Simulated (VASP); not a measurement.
## CaO: single point with PBE

The system is CaO.

```
CELL_PARAMETERS angstrom
0.00000 2.40356 2.40356
2.40356 0.00000 2.40356
2.40356 2.40356 0.00000
ATOMIC_POSITIONS crystal
Ca 0.00000 0.00000 0.00000
O 0.50000 0.50000 0.50000
```

| Item | Value |
| --- | --- |
| Program | VASP 6.6.1 |
| Task | single point |
| Functional | PBE |
| Potentials or basis | VASP PAW PBE potentials, release 64 (Ca_sv, O) |
| Cutoff | 600 eV |
| k mesh | 6 × 6 × 6 |
| Occupations | gaussian, width 0.1 eV |
| Spin | no spin polarisation |

```yaml
Pressure: 2.1 GPa
Band_gap_on_the_k_mesh: 3.64 eV (least direct gap 4.01 eV)
```

Levels at points of the mesh, in eV from the valence-band top:
```tsv
k point	band 5	band 6	band 7	band 8	band 9	band 10	band 11	band 12
(0.00, 0.00, 0.00)	-15.53	0.00	0.00	0.00	4.71	6.22	6.22	6.22
(0.50, 0.00, 0.00)	-14.34	-2.64	-1.20	-1.20	7.05	8.35	8.35	8.50
(0.50, 0.50, 0.00)	-15.29	-1.30	-0.37	-0.37	3.64	8.04	8.89	9.53
```

Run time: 8.7 s on 1 thread of AMD EPYC 7R43 64-Core Processor (Zen 3), with other jobs on the host, peak memory 0.12 GiB.

A k mesh can miss the band edges.
